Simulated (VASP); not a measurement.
Write the native input for VASP 6.6.1 that does the following.

* Task: single point
* Functional: PBEsol
* Potentials or basis: VASP PAW PBE potentials, release 64 (Ni, Si)
* Cutoff: 520 eV
* k mesh: 9 × 8 × 6
* Occupations: fermi-dirac, width 0.05 eV
* Spin: collinear spin, ferromagnetic start
* Starting moments: [1.0, 1.0, 0.0, 0.0] μB
* Dipole correction: no
* Further INCAR settings: ALGO = Normal; EDIFF = 1e-07; NBANDS = 26

The structure of SiNi lies in POSCAR:

```
SiNi
1.0
    2.9427706600      0.0000000000      0.0000000000
    0.0000000000      3.2803255400      0.0000000000
    0.0000000000      0.0000000000      4.6774467600
Ni Si
2 2
Direct
    0.5000000000      0.5000000000      0.3424955900
    0.0000000000      0.0000000000      0.6575044100
    0.5000000000      0.5000000000      0.8431431600
    0.0000000000      0.0000000000      0.1568568400
```

One way to write it, as run:

INCAR

```
SYSTEM = SiNi
PREC = Accurate
ENCUT = 520
EDIFF = 1E-7
ISMEAR = -1
SIGMA = 0.05
LREAL = .False.
LASPH = .True.
NELM = 150
ALGO = Normal
ISIF = 2
LWAVE = .False.
LCHARG = .True.
ISPIN = 2
MAGMOM = 1 1 0 0
LORBIT = 11
LMAXMIX = 4
GGA = PS
LELF = .True.
LVHAR = .True.
NBANDS = 26
```

KPOINTS

```
Automatic mesh
0
Gamma
  9 8 6
  0 0 0
```

Potentials or basis: VASP PAW PBE potentials, release 64 (Ni, Si).

Launch:

```bash
$ cat potpaw_PBE.64/Ni/POTCAR potpaw_PBE.64/Si/POTCAR > POTCAR
$ mpirun -np 1 vasp_std > vasp.out
```

Results of the run:

```
Pressure                                              : 0.5 GPa
Largest force                                         : 0.094 eV/Å
Band gap on the k mesh                                : zero (filled and empty bands overlap)
Net moment                                            : 0.00 μB per cell
Valence electrons inside the program's atomic spheres : Ni 9.60; Si 1.62
```

Caveat: the moments typed at the start vanished in this run; the PAW data sets were made with another functional, which shifts forces and pressure a little.

Run time: 80 s on 1 thread of Intel(R) Xeon(R) 6975P-C (Granite Rapids), on a shared host, peak memory 0.28 GiB.
